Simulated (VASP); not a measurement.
A run of VASP 6.6.1:

INCAR

```
ALGO = Normal
EDIFF = 1E-7
ENCUT = 520
GGA = RP
ISIF = 2
ISMEAR = -1
LASPH = True
LCHARG = True
LELF = True
LREAL = False
LVHAR = True
LWAVE = False
NBANDS = 20
NELM = 80
PREC = Accurate
SIGMA = 0.1
```

The input KPOINTS:

```
k-points
0
Gamma
  9 9 9
```

POSCAR

```
Tl
1.0
    0.0000000000      3.7613002042      3.7613002042
    3.7613002042      0.0000000000      3.7613002042
    3.7613002042      3.7613002042      0.0000000000
Tl
2
Direct
    0.1250000000      0.1250000000      0.1250000000
    0.8750000000      0.8750000000      0.8750000000
```

Potentials or basis: VASP PAW PBE potentials, release 64 (Tl_d).

Run with:

```sh
$ cat potpaw_PBE.64/Tl_d/POTCAR > POTCAR
$ mpirun -np 1 vasp_std > vasp.out
```

Hardware: 1 thread of AMD EPYC 9R45 96-Core Processor (Zen 5), with other jobs on the host.

Problem. How long does it take, and how much memory?

Solution. It took 37 s on 1 thread of AMD EPYC 9R45 96-Core Processor (Zen 5), on a shared host, peak memory 0.23 GiB. Counts: scf iterations 13, k points 35.
